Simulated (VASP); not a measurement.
# ZnS (F-43m) in VASP: a series of runs, part 2 of 3

VASP 6.6.1.

## (3) Vibrations by perturbation theory, LDA

This run uses another cell than the first one, of 15.80 Å³/atom.

INCAR

```
SYSTEM = ZnS
ALGO = Normal ; EDIFF = 1E-8
ENCUT = 520 ; GGA = CA
IBRION = 8 ; ISIF = 2
ISMEAR = 0 ; LASPH = .True.
LCHARG = .True. ; LEPSILON = .True.
LREAL = .False. ; LWAVE = .False.
NELM = 60 ; NSW = 1
PREC = Accurate ; SIGMA = 0.01
```

KPOINTS

```
k-points
0
Gamma
  10 10 10
  0 0 0
```

POSCAR

```
ZnS
1.0
    0.0000000000      2.5095130972      2.5095130972
    2.5095130972      0.0000000000      2.5095130972
    2.5095130972      2.5095130972      0.0000000000
Zn S
1 1
Direct
    0.0000000000      0.0000000000      0.0000000000
    0.7500000000      0.7500000000      0.7500000000
```

Potentials or basis: VASP PAW LDA potentials, release 64 (Zn, S).

Launch:

```bash
$ cat potpaw_LDA.64/Zn/POTCAR potpaw_LDA.64/S/POTCAR > POTCAR
$ mpirun -np 1 vasp_std > vasp.out
```

OUTCAR:

```text
SYSTEM = ZnS
   EDIFF = 1E-8
   ENCUT = 520
   GGA = CA
   IBRION = 8
   ISIF = 2
   ISMEAR = 0
   LASPH = .True.
   LEPSILON = .True.
   LREAL = .False.
   NELM = 60
   NSW = 1
   PREC = Accurate

 ion  position               nearest neighbor table
   1  0.000  0.000  0.000-   2 2.17   2 2.17   2 2.17   2 2.17
   2  0.750  0.750  0.750-   1 2.17   1 2.17   1 2.17   1 2.17

  LATTYP: Found a face centered cubic cell.
 ALAT       =     5.0190261944

  Lattice vectors:

 A1 = (   0.0000000000,   2.5095130972,   2.5095130972)
 A2 = (   2.5095130972,   0.0000000000,   2.5095130972)
 A3 = (   2.5095130972,   2.5095130972,   0.0000000000)

Analysis of symmetry for initial positions (statically):
=====================================================================
 Subroutine PRICEL returns:
 Original cell was already a primitive cell.

 Routine SETGRP: Setting up the symmetry group for a
 face centered cubic supercell.

 Subroutine GETGRP returns: Found 24 space group operations
 (whereof 24 operations were pure point group operations)
 out of a pool of 48 trial point group operations.

The static configuration has the point symmetry T_d .

Analysis of symmetry for dynamics (positions and initial velocities):
=====================================================================
 Subroutine PRICEL returns:
 Original cell was already a primitive cell.

 Routine SETGRP: Setting up the symmetry group for a
 face centered cubic supercell.

 Subroutine GETGRP returns: Found 24 space group operations
 (whereof 24 operations were pure point group operations)
 out of a pool of 48 trial point group operations.

The dynamic configuration has the point symmetry T_d .

 Subroutine INISYM returns: Found 24 space group operations
 (whereof 24 operations are pure point group operations),
 and found     1 'primitive' translations

----------------------------------------------------------------------------------------

                                     Primitive cell

  volume of cell :      31.6081

  direct lattice vectors                    reciprocal lattice vectors
     0.000000000  2.509513097  2.509513097    -0.199241837  0.199241837  0.199241837
     2.509513097  0.000000000  2.509513097     0.199241837 -0.199241837  0.199241837
     2.509513097  2.509513097  0.000000000     0.199241837  0.199241837 -0.199241837

  length of vectors
     3.548987457  3.548987457  3.548987457     0.345096985  0.345096985  0.345096985

  position of ions in fractional coordinates (direct lattice)
     0.000000000  0.000000000  0.000000000
     0.750000000  0.750000000  0.750000000

[... 573 lines left out ...]
 -----------------------------------------------------------------------------
    -0.00047  0.58033  0.00000
     0.58033 -0.00047  0.00000
     0.00000  0.00000  0.00037

--------------------------------------- Ionic step        4  -------------------------------------------

------------------------ aborting loop because EDIFF is reached ----------------------------------------

[... ionic steps 5 to 6 ...]

--------------------------------------- Ionic step        7  -------------------------------------------

 Free energy of the ion-electron system (eV)
  ---------------------------------------------------
  ---------------------------------------------------
  free energy    TOTEN  =        -0.10350439 eV

  energy without entropy =       -0.10350439

------------------------ aborting loop because EDIFF is reached ----------------------------------------

 INTERNAL STRAIN TENSOR  FOR ION    2  DIRECTION 1   (eV/Angst):
 -----------------------------------------------------------------------------
    -0.01401  0.00000  0.00000
     0.00000  0.01877 14.62900
     0.00000 14.62900  0.01877

 MACROSCOPIC STATIC DIELECTRIC TENSOR (including local field effects in DFT)
 ------------------------------------------------------
           6.220905     0.000000     0.000000
          -0.000000     6.220905     0.000000
          -0.000000    -0.000000     6.220905
 ------------------------------------------------------

 PIEZOELECTRIC TENSOR (including local field effects)  for field in x, y, z        (e  Angst)
          XX          YY          ZZ          XY          YZ          ZX
  --------------------------------------------------------------------------------
  x     0.00000    -0.00000     0.00000     0.00000     1.15909     0.00000
  y     0.00000    -0.00000     0.00000     0.00000     0.00000     1.15909
  z     0.00000     0.00000     0.00000     1.15909     0.00000     0.00000

 PIEZOELECTRIC TENSOR (including local field effects)  for field in x, y, z        (C/m^2)
          XX          YY          ZZ          XY          YZ          ZX
  --------------------------------------------------------------------------------
  x     0.00000    -0.00000     0.00000     0.00000     0.58753     0.00000
  y     0.00000    -0.00000     0.00000     0.00000     0.00000     0.58753
  z     0.00000     0.00000     0.00000     0.58753     0.00000     0.00000

 BORN EFFECTIVE CHARGES (including local field effects) (in |e|, cummulative output)
 ---------------------------------------------------------------------------------
 ion    1
    1     1.68039     0.00000    -0.00000
    2     0.00000     1.68039    -0.00000
    3     0.00000     0.00000     1.68039
 ion    2
    1    -1.68039     0.00000     0.00000
    2    -0.00000    -1.68039     0.00000
    3    -0.00000    -0.00000    -1.68039

 INTERNAL STRAIN TENSOR FOR ION    2 for displacements in x,y,z  (eV/Angst):
          X           Y           Z          XY          YZ          ZX
  --------------------------------------------------------------------------------
  x     0.00000     0.00000     0.00000     0.00000    14.62900     0.00000
  y    -0.00000     0.00000    -0.00000     0.00000     0.00000    14.62900
  z     0.00000     0.00000     0.00000    14.62900     0.00000     0.00000

 SECOND DERIVATIVES (NOT SYMMETRIZED)
 ------------------------------------
               1X          1Y          1Z          2X          2Y          2Z
  1X   -11.511142    0.000000    0.000000   11.511142    0.000000    0.000000
  1Y     0.000000  -11.511142    0.000000    0.000000   11.511142    0.000000
  1Z     0.000000    0.000000  -11.511142    0.000000    0.000000   11.511142
  2X    11.451651    0.000000    0.000000  -11.451651    0.000000    0.000000
  2Y     0.000000   11.451651    0.000000    0.000000  -11.451651    0.000000
  2Z     0.000000    0.000000   11.451651    0.000000    0.000000  -11.451651

 Eigenvectors and eigenvalues of the dynamical matrix
 ----------------------------------------------------

   1 f  =   11.415165 THz    71.723595 2PiTHz  380.768907 cm-1    47.209306 meV
             X         Y         Z           dx          dy          dz
      0.000000  0.000000  0.000000    -0.000000   -0.574609   -0.000000
      3.764270  3.764270  3.764270     0.000000    0.818428    0.000000
[... 21 lines left out ...]
   6 f/i=    0.013908 THz     0.087387 2PiTHz    0.463925 cm-1     0.057519 meV
             X         Y         Z           dx          dy          dz
      0.000000  0.000000  0.000000     0.786484   -0.204691    0.096793
      3.764270  3.764270  3.764270     0.552182   -0.143712    0.067957

--------------------------------------------------------------------------------------------------------

 MACROSCOPIC STATIC DIELECTRIC TENSOR IONIC CONTRIBUTION
 ------------------------------------------------------
           1.407971     0.000000     0.000000
           0.000000     1.407971    -0.000000
           0.000000    -0.000000     1.407971
 ------------------------------------------------------

 ELASTIC MODULI CONTR FROM IONIC RELAXATION (kBar)
 Direction    XX          YY          ZZ          XY          YZ          ZX
 --------------------------------------------------------------------------------
 XX          -0.0000      0.0000      0.0000     -0.0000      0.0000      0.0000
 YY           0.0000     -0.0000      0.0000     -0.0000     -0.0000     -0.0000
 ZZ           0.0000      0.0000     -0.0000      0.0000     -0.0000      0.0000
 XY          -0.0000     -0.0000      0.0000   -943.5513      0.0000      0.0000
 YZ           0.0000     -0.0000     -0.0000      0.0000   -943.5513      0.0000
 ZX           0.0000     -0.0000      0.0000      0.0000      0.0000   -943.5513
 --------------------------------------------------------------------------------

 PIEZOELECTRIC TENSOR IONIC CONTR  for field in x, y, z        (C/m^2)
          XX          YY          ZZ          XY          YZ          ZX
  --------------------------------------------------------------------------------
  x     0.00000    -0.00000    -0.00000     0.00000    -1.08456    -0.00000
  y     0.00000    -0.00000     0.00000     0.00000    -0.00000    -1.08456
  z    -0.00000    -0.00000     0.00000    -1.08456    -0.00000     0.00000
```

It took 3.9 min on 1 thread of Intel Xeon 6975P-C (Granite Rapids), shared host; peak memory 0.31 GiB.

What came out:

```yaml
Electronic_dielectric_tensor_diagonal: 6.22
Born_charges_mean_of_the_diagonal: Zn +1.68; S -1.68 e
Highest_phonon_frequency_at_Γ_LO-TO_splitting_left_out: 381 cm⁻¹
```

Phonon frequencies in cm⁻¹ (negative: imaginary):
```
              q point        frequencies
(0.000, 0.000, 0.000)  0 0 0 381 381 381
```

Electronic dielectric tensor:
```
6.22 0.00 0.00
0.00 6.22 0.00
0.00 0.00 6.22
```

Born effective charge tensors (e):
atom 1, Zn
```
1.68 0.00 0.00
0.00 1.68 0.00
0.00 0.00 1.68
```
atom 2, S
```
-1.68  0.00  0.00
 0.00 -1.68  0.00
 0.00  0.00 -1.68
```

Caveat: the cell stands under pressure or tension, which shifts response properties.

## (4) Vibrations by perturbation theory, LDA

This run uses another cell than the first one, of 14.32 Å³/atom.

INCAR

```
SYSTEM = ZnS
ALGO     = Normal         ! electronic algorithm
EDIFF    = 1E-8           ! SCF threshold, eV
ENCUT    = 520            ! plane-wave cutoff, eV
GGA      = CA             ! functional
IBRION   = 8              ! ionic algorithm
ISIF     = 2              ! what is computed and relaxed
ISMEAR   = 0              ! smearing method
LASPH    = .TRUE.         ! aspherical terms in the spheres
LCHARG   = .FALSE.        ! write CHGCAR
LEPSILON = .TRUE.         ! dielectric tensor by DFPT
LREAL    = .FALSE.        ! projectors in reciprocal space
LWAVE    = .FALSE.        ! write WAVECAR
NELM     = 80             ! most SCF steps
NSW      = 1              ! ionic steps
PREC     = Accurate       ! precision mode
SIGMA    = 0.01           ! smearing width, eV
```

KPOINTS

```
k-points
0
G
  10 10 10
  0 0 0
```

POSCAR

```
ZnS
1.0
    0.0000000000      2.4286308431      2.4286308431
    2.4286308431      0.0000000000      2.4286308431
    2.4286308431      2.4286308431      0.0000000000
Zn S
1 1
Direct
    0.0000000000      0.0000000000      0.0000000000
    0.7500000000      0.7500000000      0.7500000000
```

Potentials or basis: VASP PAW LDA potentials, release 64 (Zn, S).

Launch:

```bash
$ cat potpaw_LDA.64/Zn/POTCAR potpaw_LDA.64/S/POTCAR > POTCAR
$ mpirun -np 1 vasp_std > vasp.out
```

OUTCAR:

```text
SYSTEM = ZnS
   EDIFF = 1E-8
   ENCUT = 520
   GGA = CA
   IBRION = 8
   ISIF = 2
   ISMEAR = 0
   LASPH = .TRUE.
   LEPSILON = .TRUE.
   LREAL = .FALSE.
   NELM = 80
   NSW = 1
   PREC = Accurate

 ion  position               nearest neighbor table
   1  0.000  0.000  0.000-   2 2.10   2 2.10   2 2.10   2 2.10
   2  0.750  0.750  0.750-   1 2.10   1 2.10   1 2.10   1 2.10

  LATTYP: Found a face centered cubic cell.
 ALAT       =     4.8572616862

  Lattice vectors:

 A1 = (   0.0000000000,   2.4286308431,   2.4286308431)
 A2 = (   2.4286308431,   0.0000000000,   2.4286308431)
 A3 = (   2.4286308431,   2.4286308431,   0.0000000000)

Analysis of symmetry for initial positions (statically):
=====================================================================
 Subroutine PRICEL returns:
 Original cell was already a primitive cell.

 Routine SETGRP: Setting up the symmetry group for a
 face centered cubic supercell.

 Subroutine GETGRP returns: Found 24 space group operations
 (whereof 24 operations were pure point group operations)
 out of a pool of 48 trial point group operations.

The static configuration has the point symmetry T_d .

Analysis of symmetry for dynamics (positions and initial velocities):
=====================================================================
 Subroutine PRICEL returns:
 Original cell was already a primitive cell.

 Routine SETGRP: Setting up the symmetry group for a
 face centered cubic supercell.
[... 643 lines left out ...]

 PIEZOELECTRIC TENSOR (including local field effects)  for field in x, y, z        (C/m^2)
          XX          YY          ZZ          XY          YZ          ZX
  --------------------------------------------------------------------------------
  x     0.00000     0.00000    -0.00000     0.00000     0.52934    -0.00000
  y    -0.00000     0.00000    -0.00000     0.00000     0.00000     0.52934
  z    -0.00000     0.00000    -0.00000     0.52934     0.00000     0.00000

 BORN EFFECTIVE CHARGES (including local field effects) (in |e|, cummulative output)
 ---------------------------------------------------------------------------------
 ion    1
    1     1.52886     0.00000    -0.00000
    2     0.00000     1.52886     0.00000
    3    -0.00000     0.00000     1.52886
 ion    2
    1    -1.52886     0.00000     0.00000
    2    -0.00000    -1.52886    -0.00000
    3     0.00000    -0.00000    -1.52886

 INTERNAL STRAIN TENSOR FOR ION    2 for displacements in x,y,z  (eV/Angst):
          X           Y           Z          XY          YZ          ZX
  --------------------------------------------------------------------------------
  x     0.00000     0.00000     0.00000     0.00000    21.16754     0.00000
  y     0.00000     0.00000     0.00000     0.00000     0.00000    21.16754
  z     0.00000     0.00000     0.00000    21.16754     0.00000     0.00000

 SECOND DERIVATIVES (NOT SYMMETRIZED)
 ------------------------------------
               1X          1Y          1Z          2X          2Y          2Z
  1X   -15.396103    0.000000    0.000000   15.396103    0.000000    0.000000
  1Y     0.000000  -15.396103    0.000000    0.000000   15.396103    0.000000
  1Z     0.000000    0.000000  -15.396103    0.000000    0.000000   15.396103
  2X    15.376804    0.000000    0.000000  -15.376804    0.000000    0.000000
  2Y     0.000000   15.376804    0.000000    0.000000  -15.376804    0.000000
  2Z     0.000000    0.000000   15.376804    0.000000    0.000000  -15.376804

 Eigenvectors and eigenvalues of the dynamical matrix
 ----------------------------------------------------

   1 f  =   13.219032 THz    83.057630 2PiTHz  440.939455 cm-1    54.669500 meV
             X         Y         Z           dx          dy          dz
      0.000000  0.000000  0.000000     0.000000    0.573853   -0.000000
      3.642946  3.642946  3.642946     0.000000   -0.818958   -0.000000
[... 21 lines left out ...]
   6 f/i=    0.003896 THz     0.024481 2PiTHz    0.129964 cm-1     0.016113 meV
             X         Y         Z           dx          dy          dz
      0.000000  0.000000  0.000000     0.757498    0.300421   -0.081459
      3.642946  3.642946  3.642946     0.530788    0.210509   -0.057079

--------------------------------------------------------------------------------------------------------

 MACROSCOPIC STATIC DIELECTRIC TENSOR IONIC CONTRIBUTION
 ------------------------------------------------------
           0.959509     0.000000    -0.000000
           0.000000     0.959509    -0.000000
          -0.000000    -0.000000     0.959509
 ------------------------------------------------------

 ELASTIC MODULI CONTR FROM IONIC RELAXATION (kBar)
 Direction    XX          YY          ZZ          XY          YZ          ZX
 --------------------------------------------------------------------------------
 XX          -0.0000     -0.0000      0.0000     -0.0000      0.0000      0.0000
 YY          -0.0000     -0.0000      0.0000     -0.0000      0.0000      0.0000
 ZZ           0.0000      0.0000     -0.0000      0.0000     -0.0000     -0.0000
 XY          -0.0000     -0.0000      0.0000  -1626.4564      0.0000      0.0000
 YZ           0.0000      0.0000     -0.0000      0.0000  -1626.4564     -0.0000
 ZX           0.0000      0.0000     -0.0000      0.0000     -0.0000  -1626.4564
 --------------------------------------------------------------------------------

 PIEZOELECTRIC TENSOR IONIC CONTR  for field in x, y, z        (C/m^2)
          XX          YY          ZZ          XY          YZ          ZX
  --------------------------------------------------------------------------------
  x     0.00000     0.00000    -0.00000     0.00000    -1.17549    -0.00000
  y     0.00000     0.00000    -0.00000     0.00000    -0.00000    -1.17549
  z    -0.00000    -0.00000     0.00000    -1.17549     0.00000     0.00000
```

OSZICAR:

```text
N       E                     dE             d eps       ncg     rms          rms(c)
DAV:   1     0.930080086946E+02    0.93008E+02   -0.96259E+03  1230   0.185E+03
DAV:   2    -0.210022343497E+01   -0.95108E+02   -0.90859E+02  1312   0.305E+02
DAV:   3    -0.787631097555E+01   -0.57761E+01   -0.57524E+01  1522   0.774E+01
DAV:   4    -0.794437017128E+01   -0.68059E-01   -0.68037E-01  1377   0.874E+00
[... 187 lines left out ...]
RMM:  10    -0.103371868731E+00   -0.28223E-07   -0.86679E-09  8254   0.104E-04    0.435E-06
RMM:  11    -0.103371900170E+00   -0.31439E-07   -0.30303E-08  8055   0.424E-05    0.153E-06
RMM:  12    -0.103371884498E+00    0.15673E-07   -0.27896E-08  6479   0.222E-05    0.122E-06
RMM:  13    -0.103371882671E+00    0.18271E-08   -0.36285E-08  4132   0.163E-05    0.664E-07
 Linear response finished
```

It took 15 min on 1 thread of Intel Xeon 8259CL, shared host; peak memory 0.3 GiB.

Results:

| Quantity | Value |
| --- | --- |
| Electronic dielectric tensor (diagonal) | 6.40 |
| Born charges (mean of the diagonal) | Zn +1.53; S -1.53 e |
| Highest phonon frequency at Γ, LO-TO splitting left out | 441 cm⁻¹ |

Phonon frequencies in cm⁻¹ (negative: imaginary):
| q point | frequencies |
| --- | --- |
| (0.000, 0.000, 0.000) | 0 0 0 441 441 441 |

Electronic dielectric tensor:
```
6.40 0.00 0.00
0.00 6.40 0.00
0.00 0.00 6.40
```

Born effective charge tensors (e):
atom 1, Zn
```
1.53 0.00 0.00
0.00 1.53 0.00
0.00 0.00 1.53
```
atom 2, S
```
-1.53  0.00  0.00
 0.00 -1.53  0.00
 0.00  0.00 -1.53
```

Caveat: the cell stands under pressure or tension, which shifts response properties.

[end of part 2 of 3]
